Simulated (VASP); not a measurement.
Input of a VASP 6.6.1 run:

INCAR

```
SYSTEM = TiO2
  ALGO = Normal
  EDIFF = 1E-7
  ENCUT = 520
  GGA = PE
  ISIF = 2
  ISMEAR = -1
  LASPH = .TRUE.
  LCHARG = .FALSE.
  LREAL = .FALSE.
  LWAVE = .FALSE.
  NBANDS = 60
  NELM = 60
  PREC = Accurate
  SIGMA = 0.24
```

KPOINTS

```
k-points
0
G
  3 3 2
  0 0 0
```

The input POSCAR:

```
TiO2
1.0
   -4.5582430000      4.5582430000      1.9775720000
    4.5582430000     -4.5582430000      1.9775720000
    4.5582430000      4.5582430000     -1.9775720000
Ti O
4 8
Direct
    0.2569847213      0.0185485520      0.3022326804
   -0.0229585945      0.6787810890      0.6855053581
    0.8793159008      0.2244583164      0.2784186802
    0.7383230889      1.0065843466      0.7128843285
    0.4163591608      0.1051646940      0.6118366221
    0.1433598534      0.8272527481      0.0377009299
    0.1903527290      0.5123627666      0.7273416534
    0.2584925514      0.2637906455      0.3275494527
    0.8987993860      0.8840678327      0.7742566599
    0.7864562055      0.4415535752      0.3511769776
    0.7361086952      0.0555284804      1.0333477175
    0.4396858571      0.8113093094      0.3820002576
```

Potentials or basis: VASP PAW PBE potentials, release 64 (Ti_sv, O).

Command:

```sh
$ cat potpaw_PBE.64/Ti_sv/POTCAR potpaw_PBE.64/O/POTCAR > POTCAR
$ mpirun -np 1 vasp_std > vasp.out
```

(1) Predict the band gap on the k mesh.

(2) What does it give for the largest force?

(3) What does it give for the pressure?

## Answers

(1) 1.31 eV, indirect (least direct gap 1.45 eV).

(2) 4.901 eV/Å.

(3) -8.2 GPa.

Caveat: the k points lie up to 0.58 Å⁻¹ apart; forces of over 1 eV/Å act on the atoms, so gaps and moduli don't describe the material at rest.
